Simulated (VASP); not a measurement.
# PbSe2 (P6_322) in VASP: single point with LDA

Aim: the single point of PbSe2 with LDA.

Program: VASP 6.6.1. These are calculated values, not measurements. Logs are shortened: lines on timing, memory, paths and dates and some standing lists are left out, and cuts for length are marked.

### Step 1. The cell of the first run

It takes space group P6_322 (No. 182, hexagonal). Conventional cell: a = 6.621 Å, b = 6.621 Å, c = 14.199 Å, α = 90.00°, β = 90.00°, γ = 120.00°. Pb (site symmetry 3) has 4 Se at 2.59 to 2.75 Å within 3.4 Å. Se (site symmetry 2) has 2 Pb at 2.75 Å and 2 Se at 2.75 Å within 3.6 Å. Within 3.4 Å of Se (site symmetry 32) lie 2 Pb at 2.59 Å.

### Step 2. Single point, LDA

The input, INCAR:

```
SYSTEM = PbSe2
PREC = Accurate ; ENCUT = 520
EDIFF = 1E-6 ; ISMEAR = 0
SIGMA = 0.1 ; LREAL = .FALSE.
LASPH = .TRUE. ; NELM = 100
ALGO = Normal ; ISIF = 2
LWAVE = .FALSE. ; LCHARG = .FALSE.
NBANDS = 64
```

The input, KPOINTS:

```
regular mesh
0
G
  6 6 4
  0 0 0
```

The input, POSCAR:

```
PbSe2
1.0
    6.6208880426      0.0000000000      0.0000000000
   -3.3104440213      5.7338572405      0.0000000000
    0.0000000000      0.0000000000     14.1986191754
Pb Se
4 8
Direct
    0.6666666667      0.3333333333      0.9323394901
    0.6666666667      0.3333333333      0.5676605099
    0.3333333333      0.6666666667      0.0676605099
    0.3333333333      0.6666666667      0.4323394901
    0.0000000000      0.2399023153      0.0000000000
    0.2399023153      0.2399023153      0.5000000000
    0.7600976847      0.0000000000      0.5000000000
    0.7600976847      0.7600976847      0.0000000000
    0.0000000000      0.7600976847      0.5000000000
    0.6666666667      0.3333333333      0.7500000000
    0.3333333333      0.6666666667      0.2500000000
    0.2399023153      0.0000000000      0.0000000000
```

Potentials or basis: VASP PAW LDA potentials, release 64 (Pb_d, Se).

Run with:

```
$ cat potpaw_LDA.64/Pb_d/POTCAR potpaw_LDA.64/Se/POTCAR > POTCAR
$ mpirun -np 1 vasp_std > vasp.out
```

OUTCAR:

```text
SYSTEM = PbSe2
   PREC = Accurate
   ENCUT = 520
   EDIFF = 1E-6
   ISMEAR = 0
   LREAL = .FALSE.
   LASPH = .TRUE.
   NELM = 100
   ISIF = 2

 ion  position               nearest neighbor table
   1  0.667  0.333  0.932-  10 2.59   5 2.75  12 2.75   8 2.75
   2  0.667  0.333  0.568-  10 2.59   7 2.75   9 2.75   6 2.75
   3  0.333  0.667  0.068-  11 2.59  12 2.75   5 2.75   8 2.75
   4  0.333  0.667  0.432-  11 2.59   9 2.75   7 2.75   6 2.75
   5  0.000  0.240  0.000-   1 2.75   3 2.75   8 2.75  12 2.75
   6  0.240  0.240  0.500-   4 2.75   2 2.75   9 2.75   7 2.75
   7  0.760  0.000  0.500-   2 2.75   4 2.75   6 2.75   9 2.75
   8  0.760  0.760  0.000-   1 2.75   3 2.75   5 2.75  12 2.75
   9  0.000  0.760  0.500-   4 2.75   2 2.75   6 2.75   7 2.75
  10  0.667  0.333  0.750-   1 2.59   2 2.59
  11  0.333  0.667  0.250-   3 2.59   4 2.59
  12  0.240  0.000  0.000-   3 2.75   1 2.75   5 2.75   8 2.75

  LATTYP: Found a hexagonal cell.
 ALAT       =     6.6208880426
 C/A-ratio  =     2.1445188446

  Lattice vectors:

 A1 = (   6.6208880426,   0.0000000000,   0.0000000000)
 A2 = (  -3.3104440213,   5.7338572405,   0.0000000000)
 A3 = (   0.0000000000,   0.0000000000,  14.1986191754)

Analysis of symmetry for initial positions (statically):
=====================================================================
 Subroutine PRICEL returns:
 Original cell was already a primitive cell.

 Routine SETGRP: Setting up the symmetry group for a
 hexagonal supercell.

 Subroutine GETGRP returns: Found 12 space group operations
 (whereof  6 operations were pure point group operations)
 out of a pool of 24 trial point group operations.

The static configuration has the point symmetry D_3 .
 The point group associated with its full space group is D_6 .

Analysis of symmetry for dynamics (positions and initial velocities):
=====================================================================
 Subroutine PRICEL returns:
 Original cell was already a primitive cell.

 Routine SETGRP: Setting up the symmetry group for a
 hexagonal supercell.

 Subroutine GETGRP returns: Found 12 space group operations
 (whereof  6 operations were pure point group operations)
 out of a pool of 24 trial point group operations.

The dynamic configuration has the point symmetry D_3 .
 The point group associated with its full space group is D_6 .

 Subroutine INISYM returns: Found 12 space group operations
 (whereof  6 operations are pure point group operations),
[... 124 lines left out ...]
   NUPDOWN=      -1.0000    fix difference up-down
   EMIN   =  10.00;   EMAX   =-10.00  energy-range for DOS
   EFERMI =   0.00;   METHOD = LEGACY
   ISMEAR =     0;   SIGMA  =   0.10  broadening in eV -4-tet -1-fermi 0-gaus
   EFERMI_NEDOS =   21; number of points for ismear=-14 and -15
   IALGO  =     38    algorithm
   IMIX   =      4    mixing-type and parameters
     AMIX     =   0.40;   BMIX     =  1.00
     AMIX_MAG =   1.60;   BMIX_MAG =  1.00
  volume/ion in A,a.u.               =      44.92       303.13
  Fermi-wavevector in a.u.,A,eV,Ry     =   0.945982  1.787647 12.175608  0.894882
  Thomas-Fermi vector in A             =   2.073936
   LORBIT       =      0    0 simple, 1 ext, 2 COOP (PROOUT), +10 PAW based schemes
   GGA     = CA    functional components
   LHFCALC =     F    Hartree Fock is set to
   AEXX    =    0.0000 exact exchange contribution
   IVDW    =     0    specifies the selected vdW correction
   LEPSILON=     F    determine dielectric tensor
   LRPA    =     F    only Hartree local field effects (RPA)
 non-spin polarized calculation
 Gauss-broadening in eV      SIGMA  =   0.10
  energy-cutoff  :      520.00
  volume of cell :      539.03
 maximum number of plane-waves:     14585
 NGX is ok and might be reduce to    50
   NGX = 25   NGY = 25   NGZ = 53

 number of electron     103.9999995 magnetization

 Free energy of the ion-electron system (eV)
  ---------------------------------------------------
  ext. energy  EPLUGINS =         0.00000000
  ---------------------------------------------------
  free energy    TOTEN  =       -47.63969220 eV

  energy without entropy =      -47.61488090  energy(sigma->0) =      -47.62728655

 E-fermi :   0.1808     XC(G=0):  -7.0922

 val. band max:        0.1447088866   @ k =   0.1667  -0.0000   0.5000
 cond. band min:       0.2457142267   @ k =   0.1667  -0.0000   0.2500
 fundamental gap:      0.1010053401
 Fermi energy:         0.1807743631

 k-point     1 :       0.0000    0.0000    0.0000
  band No.  band energies     occupation
      1     -16.7922      2.00000
      2     -16.7784      2.00000
      3     -16.7499      2.00000
      4     -16.7499      2.00000
      5     -16.7498      2.00000
      6     -16.7498      2.00000
[... 1396 lines left out ...]
     63       4.7057      0.00000
     64       4.7059      0.00000

------------------------ aborting loop because EDIFF is reached ----------------------------------------

  FORCE on cell =-STRESS in cart. coord.  units (eV):
  Direction    XX          YY          ZZ          XY          YZ          ZX
  --------------------------------------------------------------------------------------
  -------------------------------------------------------------------------------------
  Total        0.2314869      0.2314869      0.0762870      0.0000000      0.0000000      0.0000000
  in kB        0.6880622      0.6880622      0.2267523      0.0000000      0.0000000      0.0000000
  external PRESSURE =       0.5342923 kB  Pullay stress =       0.0000000 kB

 VOLUME and BASIS-vectors are now :
 -----------------------------------------------------------------------------
  energy-cutoff  :      520.00
  volume of cell :      539.03
      direct lattice vectors                 reciprocal lattice vectors
     6.620888043  0.000000000  0.000000000     0.151037141  0.087201334  0.000000000
    -3.310444021  5.733857240  0.000000000     0.000000000  0.174402668  0.000000000
     0.000000000  0.000000000 14.198619175     0.000000000  0.000000000  0.070429384

 POSITION                                       TOTAL-FORCE (eV/Angst)
 -----------------------------------------------------------------------------------
      3.31044      1.91129     13.23793        -0.000000      0.000000      0.006061
      3.31044      1.91129      8.06000        -0.000000      0.000000     -0.006061
     -0.00000      3.82257      0.96069         0.000000      0.000000     -0.006061
     -0.00000      3.82257      6.13862         0.000000      0.000000      0.006061
     -0.79418      1.37557      0.00000        -0.003134      0.005428      0.000000
      0.79418      1.37557      7.09931         0.003134      0.005428      0.000000
      5.03252      0.00000      7.09931        -0.006268      0.000000     -0.000000
      2.51626      4.35829      0.00000        -0.003134     -0.005428     -0.000000
     -2.51626      4.35829      7.09931         0.003134     -0.005428      0.000000
      3.31044      1.91129     10.64896         0.000000      0.000000      0.000000
     -0.00000      3.82257      3.54965        -0.000000      0.000000      0.000000
      1.58837      0.00000      0.00000         0.006268      0.000000     -0.000000
 -----------------------------------------------------------------------------------
    total drift:                               -0.000001      0.000000     -0.000000

  FREE ENERGIE OF THE ION-ELECTRON SYSTEM (eV)
  ---------------------------------------------------
  free  energy   TOTEN  =       -47.6396922001 eV

  energy  without entropy=      -47.6148809048  energy(sigma->0) =      -47.62728655
```

It took 16 min on 1 thread of Intel Xeon Platinum 8488C (Sapphire Rapids), shared host; peak memory 0.77 GiB.

Results:

```
Free energy            : -47.6397 eV
Pressure               : 0.1 GPa
Largest force          : 0.006 eV/Å
Band gap on the k mesh : zero (bands 52 and 53 overlap by 0.45 eV)
```

Forces in eV/Å, atoms in the order of the input:
```
Pb   0.000  0.000  0.006
Pb   0.000  0.000 -0.006
Pb   0.000  0.000 -0.006
Pb   0.000  0.000  0.006
Se  -0.003  0.005  0.000
Se   0.003  0.005  0.000
Se  -0.006  0.000  0.000
Se  -0.003 -0.005  0.000
Se   0.003 -0.005  0.000
Se   0.000  0.000  0.000
Se   0.000  0.000  0.000
Se   0.006  0.000  0.000
```

Levels at points of the mesh, in eV from the Fermi level:
| k point | band 49 | band 50 | band 51 | band 52 | band 53 | band 54 | band 55 | band 56 |
| --- | --- | --- | --- | --- | --- | --- | --- | --- |
| (0.00, 0.00, 0.00) | -0.58 | -0.41 | 0.19 | 0.19 | 0.27 | 0.27 | 0.48 | 2.33 |
| (0.50, 0.00, 0.00) | -0.58 | -0.38 | -0.36 | -0.32 | -0.26 | -0.07 | 0.39 | 2.21 |
| (0.00, 0.00, 0.50) | -0.35 | -0.35 | 0.07 | 0.07 | 0.33 | 0.33 | 1.34 | 1.34 |
| (0.50, 0.00, 0.50) | -0.51 | -0.51 | -0.34 | -0.34 | -0.25 | -0.25 | 1.32 | 1.32 |

Caveat: semilocal functionals underestimate gaps, and a narrow one can read as zero; spin-orbit coupling is left out, which moves the levels of the heavy elements.

The gap in the log of VASP goes by the Fermi energy; the results here count the filled bands.